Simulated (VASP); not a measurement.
Slab: Te2Mo, a slab with vacuum.

```
Te Mo
1.0
     3.56039    0.00000    0.00000
    -1.78020    3.08339    0.00000
     0.00000    0.00000   24.81126
Te Mo
4 2
Direct
  0.33333 0.66667 0.07937
  0.66667 0.33333 0.77636
  0.66667 0.33333 0.92063
  0.33333 0.66667 0.22364
  0.33333 0.66667 0.84846
  0.66667 0.33333 0.15154
```

Base run:

- Program: VASP 6.6.1
- Functional: PBEsol
- Potentials or basis: VASP PAW PBE potentials, release 64 (Te, Mo_sv)
- Cutoff: 520 eV
- k mesh: 9 × 9 × 2
- Occupations: fermi-dirac, width 0.05 eV
- Spin: no spin polarisation

Its results: band gap on the k mesh 1.02 eV, direct; largest force 0.136 eV/Å.

Task: After a change of settings the same cell gave: band gap on the k mesh 1.30 eV, indirect (least direct gap 1.34 eV); largest force 0.137 eV/Å. Which change was it?
A. k mesh from 9 × 9 × 2 to 7 × 7 × 1
B. k mesh from 9 × 9 × 2 to 6 × 6 × 1
C. k mesh from 9 × 9 × 2 to 3 × 3 × 1; further incar settings from ALGO = Normal; EDIFF = 1e-06; NBANDS = 35 to ALGO = Normal; EDIFF = 1e-07; NBANDS = 35

Result: A.

Caveats: the PAW data sets were made with another functional, which shifts forces and pressure a little; spin-orbit coupling is left out, which moves the levels of the heavy elements.
